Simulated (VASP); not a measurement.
# CoSn (P6/mmm) in VASP: notebook

CoSn is run at these levels: PBE; tasks: relaxation of shape and atoms at fixed volume, relaxation of cell and atoms.

All numbers are computed with VASP 6.6.1; they aren't measurements. Logs are shortened: lines on timing, memory, paths and dates and some standing lists are left out, and cuts for length are marked.

## (1) The cell of the first run

The structure is hexagonal, space group P6/mmm (No. 191). The conventional cell has a = 5.349 Å, b = 5.349 Å, c = 4.272 Å, α = 90.00°, β = 90.00°, γ = 120.00°. Within 3.5 Å of Co (site symmetry mmm) lie 6 Sn at 2.64 to 2.67 Å and 4 Co at 2.67 Å. Within 3.5 Å of Sn (site symmetry -6m2) lie 6 Co at 2.64 Å and 3 Sn at 3.09 Å. Within 3.5 Å of Sn (site symmetry 6/mmm) lie 6 Co at 2.67 Å.

## (2) Relaxation of shape and atoms at fixed volume, PBE (17.64 Å³/atom)

The input, INCAR:

```
SYSTEM = CoSn
  ALGO = Fast
  EDIFF = 1E-6
  EDIFFG = -0.01
  ENCUT = 600
  GGA = PE
  IBRION = 2
  ISIF = 4
  ISMEAR = 0
  LASPH = .True.
  LCHARG = .False.
  LREAL = .False.
  LWAVE = .False.
  NELM = 80
  NSW = 50
  PREC = Accurate
  SIGMA = 0.1
```

The input, KPOINTS:

```
k-points
0
Gamma
  9 9 8
  0 0 0
```

The input, POSCAR:

```
CoSn
1.0
    5.3490557641      0.0000000000      0.0000000000
   -2.6745278820      4.6324181779      0.0000000000
    0.0000000000      0.0000000000      4.2721302319
Co Sn
3 3
Direct
    0.0000000000      0.5000000000      0.0000000000
    0.5000000000      0.5000000000      0.0000000000
    0.5000000000      0.0000000000      0.0000000000
    0.6666666667      0.3333333333      0.5000000000
    0.3333333333      0.6666666667      0.5000000000
    0.0000000000      0.0000000000      0.0000000000
```

Potentials or basis: VASP PAW PBE potentials, release 64 (Co, Sn_d).

On the command line:

```sh
cat potpaw_PBE.64/Co/POTCAR potpaw_PBE.64/Sn_d/POTCAR > POTCAR
mpirun -np 1 vasp_std > vasp.out
```

OUTCAR:

```text
SYSTEM = CoSn
   EDIFF = 1E-6
   EDIFFG = -0.01
   ENCUT = 600
   GGA = PE
   IBRION = 2
   ISIF = 4
   ISMEAR = 0
   LASPH = .True.
   LREAL = .False.
   NELM = 80
   NSW = 50
   PREC = Accurate

 ion  position               nearest neighbor table
   1  0.000  0.500  0.000-   4 2.64   5 2.64   4 2.64   5 2.64   6 2.67   6 2.67   3 2.67   3 2.67
                             2 2.67   2 2.67
   2  0.500  0.500  0.000-   4 2.64   5 2.64   4 2.64   5 2.64   3 2.67   3 2.67   6 2.67   6 2.67
                             1 2.67   1 2.67
   3  0.500  0.000  0.000-   4 2.64   5 2.64   4 2.64   5 2.64   2 2.67   2 2.67   1 2.67   1 2.67
                             6 2.67   6 2.67
   4  0.667  0.333  0.500-   3 2.64   3 2.64   1 2.64   1 2.64   2 2.64   2 2.64   5 3.09   5 3.09
                             5 3.09   6 3.76   6 3.76   6 3.76   6 3.76   6 3.76   6 3.76
   5  0.333  0.667  0.500-   3 2.64   3 2.64   1 2.64   1 2.64   2 2.64   2 2.64   4 3.09   4 3.09
                             4 3.09   6 3.76   6 3.76   6 3.76   6 3.76   6 3.76   6 3.76
   6  0.000  0.000  0.000-   1 2.67   1 2.67   2 2.67   2 2.67   3 2.67   3 2.67   5 3.76   4 3.76
                             5 3.76   4 3.76   4 3.76   4 3.76   5 3.76   5 3.76   4 3.76   5 3.76

  LATTYP: Found a hexagonal cell.
 ALAT       =     5.3490557641
 C/A-ratio  =     0.7986699747

  Lattice vectors:

 A1 = (   5.3490557641,   0.0000000000,   0.0000000000)
 A2 = (  -2.6745278820,   4.6324181779,   0.0000000000)
 A3 = (   0.0000000000,   0.0000000000,   4.2721302319)

Analysis of symmetry for initial positions (statically):
=====================================================================
 Subroutine PRICEL returns:
 Original cell was already a primitive cell.

 Routine SETGRP: Setting up the symmetry group for a
 hexagonal supercell.

 Subroutine GETGRP returns: Found 24 space group operations
 (whereof 24 operations were pure point group operations)
 out of a pool of 24 trial point group operations.

The static configuration has the point symmetry D_6h.

Analysis of symmetry for dynamics (positions and initial velocities):
=====================================================================
 Subroutine PRICEL returns:
 Original cell was already a primitive cell.

 Routine SETGRP: Setting up the symmetry group for a
 hexagonal supercell.

 Subroutine GETGRP returns: Found 24 space group operations
 (whereof 24 operations were pure point group operations)
 out of a pool of 24 trial point group operations.

The dynamic configuration has the point symmetry D_6h.

 Subroutine INISYM returns: Found 24 space group operations
 (whereof 24 operations are pure point group operations),
 and found     1 'primitive' translations

----------------------------------------------------------------------------------------

                                     Primitive cell

  volume of cell :     105.8594

  direct lattice vectors                    reciprocal lattice vectors
     5.349055764  0.000000000  0.000000000     0.186948883  0.107934988  0.000000000
    -2.674527882  4.632418178  0.000000000     0.000000000  0.215869976  0.000000000
     0.000000000  0.000000000  4.272130232     0.000000000  0.000000000  0.234075261

  length of vectors
     5.349055764  5.349055764  4.272130232     0.215869976  0.215869976  0.234075261

  position of ions in fractional coordinates (direct lattice)
     0.000000000  0.500000000  0.000000000
     0.500000000  0.500000000  0.000000000
     0.500000000  0.000000000  0.000000000
     0.666666667  0.333333333  0.500000000
     0.333333333  0.666666667  0.500000000
     0.000000000  0.000000000  0.000000000

  ion indices of the primitive-cell ions
   primitive index   ion index
                 1           1
                 2           2
                 3           3
                 4           4
                 5           5
                 6           6

----------------------------------------------------------------------------------------

 KPOINTS: k-points

Automatic generation of k-mesh.
 Grid dimensions read from file:
 generate k-points for:    9    9    8

 Generating k-lattice:

  Cartesian coordinates                     Fractional coordinates (reciprocal lattice)
     0.020772098  0.011992776  0.000000000     0.111111111  0.000000000  0.000000000
     0.000000000  0.023985553  0.000000000     0.000000000  0.111111111  0.000000000
     0.000000000  0.000000000  0.029259408     0.000000000  0.000000000  0.125000000

  Length of vectors
     0.023985553  0.023985553  0.029259408

  Shift w.r.t. Gamma in fractional coordinates (k-lattice)
     0.000000000  0.000000000  0.000000000

 Subroutine IBZKPT returns following result:
 ===========================================

 Found     60 irreducible k-points:

 Following reciprocal coordinates:
            Coordinates               Weight
  0.000000  0.000000  0.000000      1.000000
  0.111111  0.000000  0.000000      6.000000
  0.222222  0.000000  0.000000      6.000000
  0.333333  0.000000  0.000000      6.000000
  0.444444  0.000000  0.000000      6.000000
  0.111111  0.111111  0.000000      6.000000
[... 16 lines left out ...]
  0.333333  0.222222  0.125000     24.000000
  0.333333  0.333333  0.125000      4.000000
 [... further k-points ...]
   k-points           NKPTS =     60   k-points in BZ     NKDIM =     60   number of bands    NBANDS=     41
   number of dos      NEDOS =    301   number of ions     NIONS =      6
   total plane-waves  NPLWV =  82944
   dimension x,y,z NGX =    48 NGY =   48 NGZ =   36
   dimension x,y,z NGXF=    96 NGYF=   96 NGZF=   72
   ions per type =               3   3
   NGX,Y,Z   is equivalent  to a cutoff of  14.92, 14.92, 14.01 a.u.
   NGXF,Y,Z  is equivalent  to a cutoff of  29.84, 29.84, 28.02 a.u.
 SYSTEM =  CoSn
   PREC   = accura    normal or accurate (medium, high low for compatibility)
   ISTART =      0    job   : 0-new  1-cont  2-samecut
   ICHARG =      2    charge: 1-file 2-atom 10-const
   ISPIN  =      1    spin polarized calculation?
   LNONCOLLINEAR =      F non collinear calculations
   LSORBIT =      F    spin-orbit coupling
   LASPH  =      T    aspherical Exc in radial PAW
   ENCUT  =  600.0 eV  44.10 Ry    6.64 a.u.  10.68 10.68  8.53*2*pi/ulx,y,z
   NELM   =     80;   NELMIN=  2; NELMDL= -5     # of ELM steps
   EDIFF  = 0.1E-05   stopping-criterion for ELM
   LREAL  =      F    real-space projection
   EDIFFG = -.1E-01   stopping-criterion for IOM
   NSW    =     50    number of steps for IOM
   IBRION =      2    ionic relax: 0-MD 1-quasi-New 2-CG
   NFREE  =      1    steps in history (QN), initial steepest desc. (CG)
   ISIF   =      4    stress and relaxation
   ISYM   =      2    0-nonsym 1-usesym 2-fastsym
   POTIM  = 0.5000    time-step for ionic-motion
   TEBEG  =    0.0;   TEEND  =   0.0 temperature during run
   PSTRESS=    0.0 pullay stress
   NELECT =      69.0000    total number of electrons
   NUPDOWN=      -1.0000    fix difference up-down
   EMIN   =  10.00;   EMAX   =-10.00  energy-range for DOS
   EFERMI =   0.00;   METHOD = LEGACY
   ISMEAR =     0;   SIGMA  =   0.10  broadening in eV -4-tet -1-fermi 0-gaus
   EFERMI_NEDOS =   21; number of points for ismear=-14 and -15
   IALGO  =     68    algorithm
   IMIX   =      4    mixing-type and parameters
     AMIX     =   0.40;   BMIX     =  1.00
     AMIX_MAG =   1.60;   BMIX_MAG =  1.00
  volume/ion in A,a.u.               =      17.64       119.06
  Fermi-wavevector in a.u.,A,eV,Ry     =   1.419432  2.682338 27.412863  2.014789
  Thomas-Fermi vector in A             =   2.540454
   LORBIT       =      0    0 simple, 1 ext, 2 COOP (PROOUT), +10 PAW based schemes
   GGA     = PE    functional components
   LHFCALC =     F    Hartree Fock is set to
   AEXX    =    0.0000 exact exchange contribution
   IVDW    =     0    specifies the selected vdW correction
   LEPSILON=     F    determine dielectric tensor
   LRPA    =     F    only Hartree local field effects (RPA)
 conjugate gradient relaxation of ions
 non-spin polarized calculation
 RMM-DIIS sequential band-by-band and
 Gauss-broadening in eV      SIGMA  =   0.10
  energy-cutoff  :      600.00
  volume of cell :      105.86
 maximum number of plane-waves:      3569
 NGX is ok and might be reduce to    48
   NGX = 21   NGY = 21   NGZ = 17

 number of electron      68.9999996 magnetization

 Free energy of the ion-electron system (eV)
  ---------------------------------------------------
  ext. energy  EPLUGINS =         0.00000000
  ---------------------------------------------------
  free energy    TOTEN  =       -33.22400419 eV

  energy without entropy =      -33.21103705  energy(sigma->0) =      -33.21752062

 E-fermi :   9.3461     XC(G=0): -11.5499

 val. band max:        9.3291019162   @ k =   0.3333   0.0000   0.1250
 cond. band min:       9.3624955269   @ k =   0.1111   0.0000   0.5000
 fundamental gap:      0.0333936108
 Fermi energy:         9.3461409190

 k-point     1 :       0.0000    0.0000    0.0000
  band No.  band energies     occupation
      1     -12.1544      2.00000
      2     -12.0447      2.00000
      3     -12.0447      2.00000
      4     -11.9966      2.00000
      5     -11.9966      2.00000
      6     -11.8940      2.00000
[... 33 lines left out ...]
     40      12.8314      0.00000
     41      14.6637      0.00000

 k-point     2 :       0.1111    0.0000    0.0000
  band No.  band energies     occupation
      1     -12.1537      2.00000
      2     -12.0453      2.00000
      3     -12.0446      2.00000
      4     -12.0054      2.00000
      5     -12.0013      2.00000
      6     -11.9118      2.00000
[... 957 lines left out ...]
     40      13.2680      0.00000
     41      14.0092      0.00000

 k-point    24 :       0.3333    0.3333    0.1250
  band No.  band energies     occupation
      1     -12.1465      2.00000
      2     -12.0773      2.00000
      3     -12.0440      2.00000
      4     -12.0440      2.00000
      5     -11.9768      2.00000
      6     -11.9768      2.00000
[... 33 lines left out ...]
     40      13.6965      0.00000
     41      13.7206      0.00000

 [... further k-points ...]

------------------------ aborting loop because EDIFF is reached ----------------------------------------

  FORCE on cell =-STRESS in cart. coord.  units (eV):
  Direction    XX          YY          ZZ          XY          YZ          ZX
  --------------------------------------------------------------------------------------
  -------------------------------------------------------------------------------------
  Total       -2.3330562     -2.3330562     -2.3822069     -0.0000000      0.0000000     -0.0000000
  in kB      -35.3107074    -35.3107074    -36.0546006     -0.0000000      0.0000000     -0.0000000
  external PRESSURE =     -35.5586718 kB  Pullay stress =       0.0000000 kB

 VOLUME and BASIS-vectors are now :
 -----------------------------------------------------------------------------
  energy-cutoff  :      600.00
  volume of cell :      105.86
      direct lattice vectors                 reciprocal lattice vectors
     5.349055764  0.000000000  0.000000000     0.186948883  0.107934988  0.000000000
    -2.674527882  4.632418178  0.000000000     0.000000000  0.215869976  0.000000000
     0.000000000  0.000000000  4.272130232     0.000000000  0.000000000  0.234075261

 POSITION                                       TOTAL-FORCE (eV/Angst)
 -----------------------------------------------------------------------------------
     -1.33726      2.31621      0.00000        -0.000000      0.000000      0.000000
      1.33726      2.31621      0.00000        -0.000000      0.000000      0.000000
      2.67453      0.00000      0.00000        -0.000000      0.000000      0.000000
      2.67453      1.54414      2.13607         0.000000      0.000000     -0.000000
     -0.00000      3.08828      2.13607         0.000000      0.000000      0.000000
      0.00000      0.00000      0.00000        -0.000000      0.000000      0.000000
 -----------------------------------------------------------------------------------
    total drift:                               -0.000000      0.000000      0.000000

  FREE ENERGIE OF THE ION-ELECTRON SYSTEM (eV)
  ---------------------------------------------------
  free  energy   TOTEN  =       -33.2240041929 eV

  energy  without entropy=      -33.2110370533  energy(sigma->0) =      -33.21752062

 reached required accuracy - stopping structural energy minimisation
```

Run time: 4.4 min. Hardware: 1 thread of Intel Xeon 6975P-C (Granite Rapids), shared host; peak memory 0.44 GiB.

Results:

```yaml
Free_energy: -33.2240 eV
Pressure_after_relaxing: -3.6 GPa
Band_gap_on_the_k_mesh: zero (an odd number of electrons rules out a gap without spin polarisation)
```

Final structure:
```xyz
6
Lattice="5.3491 0.0000 0.0000 -2.6745 4.6324 0.0000 0.0000 0.0000 4.2721" Properties=species:S:1:pos:R:3 pbc="T T T"
Co   -1.3373    2.3162    0.0000
Co    1.3373    2.3162    0.0000
Co    2.6745    0.0000    0.0000
Sn    2.6745    1.5441    2.1361
Sn    0.0000    3.0883    2.1361
Sn    0.0000    0.0000    0.0000
```

Levels at points of the mesh, in eV from the Fermi level:
```tsv
k point	band 32	band 33	band 34	band 35	band 36	band 37
(0.00, 0.00, 0.00)	-0.40	-0.37	-0.37	0.49	0.53	1.30
(0.00, 0.00, 0.50)	-0.46	-0.45	-0.45	-0.36	-0.36	-0.09
```

Caveat: spin-orbit coupling is left out, which moves the levels of the heavy elements; the run has no spin polarisation, though such a crystal can be magnetic. Spin polarisation is off, so any magnetic state and its effect on volume and gap are missing.

## (3) Relaxation of shape and atoms at fixed volume, PBE (18.16 Å³/atom)

This run uses another cell than the first one, of 18.16 Å³/atom.

The input, INCAR:

```
  ALGO = Fast
  EDIFF = 1E-6
  EDIFFG = -0.01
  ENCUT = 600
  GGA = PE
  IBRION = 2
  ISIF = 4
  ISMEAR = 0
  LASPH = T
  LCHARG = F
  LREAL = F
  LWAVE = F
  NELM = 100
  NSW = 50
  PREC = Accurate
  SIGMA = 0.1
```

The input, KPOINTS:

```
k-points
0
Gamma
  9 9 8
```

Changes to POSCAR since step 2:

```diff
@@ -2,5 +2,5 @@
 1.0
-    5.3490557641      0.0000000000      0.0000000000
-   -2.6745278820      4.6324181779      0.0000000000
-    0.0000000000      0.0000000000      4.2721302319
+    5.4004921480      0.0000000000      0.0000000000
+   -2.7002460740      4.6769633931      0.0000000000
+    0.0000000000      0.0000000000      4.3132109273
 Co Sn
```

Potentials or basis: VASP PAW PBE potentials, release 64 (Co, Sn_d).

On the command line:

```sh
cat potpaw_PBE.64/Co/POTCAR potpaw_PBE.64/Sn_d/POTCAR > POTCAR
mpirun -np 1 vasp_std > vasp.out
```

Wall time 4.3 min (1 thread of Intel Xeon 6975P-C (Granite Rapids), shared host); peak memory 0.44 GiB.

The run converged. Its results:

| Item | Value |
| --- | --- |
| Free energy | -33.1268 eV |
| Pressure after relaxing | -6.5 GPa |
| Band gap on the k mesh | zero (an odd number of electrons rules out a gap without spin polarisation) |

Stress tensor (GPa, compression positive):
```
-6.48  0.00  0.00
 0.00 -6.48  0.00
 0.00  0.00 -6.56
```

Final structure:
```
CELL_PARAMETERS angstrom
5.40049 0.00000 0.00000
-2.70025 4.67696 0.00000
0.00000 0.00000 4.31321
ATOMIC_POSITIONS crystal
Co 0.00000 0.50000 0.00000
Co 0.50000 0.50000 0.00000
Co 0.50000 0.00000 0.00000
Sn 0.66667 0.33333 0.50000
Sn 0.33333 0.66667 0.50000
Sn 0.00000 0.00000 0.00000
```

Levels at points of the mesh, in eV from the Fermi level:
```csv
k point,band 31,band 32,band 33,band 34,band 35,band 36,band 37,band 38
"(0.00, 0.00, 0.00)",-0.39,-0.39,-0.36,-0.36,0.46,0.47,1.25,1.25
"(0.00, 0.00, 0.50)",-0.84,-0.44,-0.44,-0.44,-0.35,-0.35,-0.07,0.46
```

Caveat: spin-orbit coupling is left out, which moves the levels of the heavy elements; the run has no spin polarisation, though such a crystal can be magnetic.

## (4) Relaxation of shape and atoms at fixed volume, PBE (18.84 Å³/atom)

This run uses another cell than the first one, of 18.84 Å³/atom.

The input, INCAR:

```
SYSTEM = CoSn
PREC     = Accurate       ! precision mode
ENCUT    = 600            ! plane-wave cutoff, eV
EDIFF    = 1E-7           ! SCF threshold, eV
ISMEAR   = 0              ! smearing method
SIGMA    = 0.1            ! smearing width, eV
LREAL    = .FALSE.        ! projectors in reciprocal space
LASPH    = .TRUE.         ! aspherical terms in the spheres
NELM     = 60             ! most SCF steps
ALGO     = Fast           ! electronic algorithm
ISIF     = 4              ! what is computed and relaxed
LWAVE    = .FALSE.        ! write WAVECAR
LCHARG   = .FALSE.        ! write CHGCAR
GGA      = PE             ! functional
IBRION   = 2              ! ionic algorithm
NSW      = 50             ! ionic steps
EDIFFG   = -0.01          ! ionic threshold
```

The input, KPOINTS:

```
regular mesh
0
G
  9 9 8
  0 0 0
```

Changes to POSCAR since step 3:

```diff
@@ -2,5 +2,5 @@
 1.0
-    5.4004921480      0.0000000000      0.0000000000
-   -2.7002460740      4.6769633931      0.0000000000
-    0.0000000000      0.0000000000      4.3132109273
+    5.4675858674      0.0000000000      0.0000000000
+   -2.7337929337      4.7350682585      0.0000000000
+    0.0000000000      0.0000000000      4.3667966664
 Co Sn
```

On the command line:

```sh
cat potpaw_PBE.64/Co/POTCAR potpaw_PBE.64/Sn_d/POTCAR > POTCAR
mpirun -np 1 vasp_std > vasp.out
```

Run time: 4.3 min. Hardware: 1 thread of Intel Xeon 6975P-C (Granite Rapids), shared host; peak memory 0.45 GiB.

It converged, with:

| Property | Result |
| --- | --- |
| Free energy | -32.9185 eV |
| Pressure after relaxing | -9.7 GPa |
| Band gap on the k mesh | zero (an odd number of electrons rules out a gap without spin polarisation) |

Stress tensor (GPa, compression positive):
```
-9.64  0.00  0.00
 0.00 -9.64  0.00
 0.00  0.00 -9.72
```

Final structure:
```yaml
crystal:
  lattice:
    - [5.46759, 0.00000, 0.00000]
    - [-2.73379, 4.73507, 0.00000]
    - [0.00000, 0.00000, 4.36680]
  atoms:
    - { symbol: Co, position: [0.00000, 0.50000, 0.00000] }
    - { symbol: Co, position: [0.50000, 0.50000, 0.00000] }
    - { symbol: Co, position: [0.50000, 0.00000, 0.00000] }
    - { symbol: Sn, position: [0.66667, 0.33333, 0.50000] }
    - { symbol: Sn, position: [0.33333, 0.66667, 0.50000] }
    - { symbol: Sn, position: [0.00000, 0.00000, 0.00000] }
```

Levels at points of the mesh, in eV from the Fermi level:
```csv
k point,band 30,band 31,band 32,band 33,band 34,band 35,band 36,band 37,band 38,band 39
"(0.00, 0.00, 0.00)",-0.37,-0.37,-0.37,-0.35,-0.35,0.39,0.43,1.18,1.18,2.68
"(0.00, 0.00, 0.50)",-0.81,-0.81,-0.42,-0.42,-0.41,-0.34,-0.34,-0.05,0.43,0.80
```

Caveat: spin-orbit coupling is left out, which moves the levels of the heavy elements; the run has no spin polarisation, though such a crystal can be magnetic.

[end of part 1 of 2]

The gap in the log of VASP goes by the Fermi energy; the results here count the filled bands.